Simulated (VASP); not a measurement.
Si4O7 (a cell with a defect), 11 atoms in the cell. The cell holds a defect, 11 atoms: a = 5.080 Å, b = 5.080 Å, c = 7.091 Å, α = 90.00°, β = 90.00°, γ = 90.00°.  This cell differs from its parent crystal: atoms taken out, atom 9 moved 0.375 of the way to it and +0.900 Å across, host rigid.

* Program: VASP 6.6.1
* Task: single point
* Functional: PBE
* Potentials or basis: VASP PAW PBE potentials, release 64 (Si, O)
* Cutoff: 520 eV
* k mesh: 4 × 4 × 4
* Occupations: gaussian, width 0.05 eV
* Spin: no spin polarisation
* Dipole correction: no
* Further INCAR settings: ALGO = Normal; EDIFF = 1e-06; NBANDS = 40

Potentials or basis: VASP PAW PBE potentials, release 64 (Si, O).

Launch:

```sh
$ cat potpaw_PBE.64/Si/POTCAR potpaw_PBE.64/O/POTCAR > POTCAR
$ mpirun -np 1 vasp_std > vasp.out
```

Hardware: 1 thread of Intel(R) Xeon(R) 6975P-C (Granite Rapids), on a shared host.

Q: How long does it take, and how much memory?

A: Run time: 3.4 min on 1 thread of Intel(R) Xeon(R) 6975P-C (Granite Rapids), on a shared host, peak memory 0.37 GiB. Counts: scf iterations 16, k points 36.
